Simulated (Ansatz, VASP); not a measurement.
## WS2: VASP beside Ansatz

```
W S
1.0
     3.18000    0.00000    0.00000
    -1.59000    2.75396    0.00000
     0.00000    0.00000   12.50000
W S
2 4
Direct
  0.33333 0.66667 0.25000
  0.66667 0.33333 0.75000
  0.33333 0.66667 0.62543
  0.66667 0.33333 0.12543
  0.33333 0.66667 0.87457
  0.66667 0.33333 0.37457
```

Alike in both runs: functional r2SCAN; k mesh 12 × 12 × 3; occupations fermi-dirac, width 0.01 eV; collinear spin.

Ansatz relaxed the structure, and its values are those at the end. VASP's run is a single point on that final structure, the one shown.

|  | VASP | Ansatz |
| --- | --- | --- |
| version | VASP 6.6.1 | Ansatz 0.2.0 |
| potentials or method | VASP PAW PBE potentials, release 64 (W_sv, S) | plane-wave PAW, scalar-relativistic |
| plane-wave cutoff (eV) | 520 | 500 |
| valence electrons in the cell | 52 | 52 |

Ansatz gave:

```
gap on the k mesh at the Fermi level (eV) : 1.16
pressure (GPa)                            : 0.8
rms of the force components (eV/Å)        : 0.000
net moment per atom (μB)                  : 0.00
```

Problem. Estimate VASP's values.

Solution. gap on the k mesh at the Fermi level (eV): 1.17; pressure (GPa): 1.0; rms of the force components (eV/Å): 0.011; net moment per atom (μB): 0.00.

VASP's potentials were made for PBE, not for r2SCAN. The functional is the same, so the differences come from potentials, cutoffs and numerics. Ansatz's warnings: seeded moment not kept, stress scf threshold loose.

Spin-orbit coupling is off throughout.
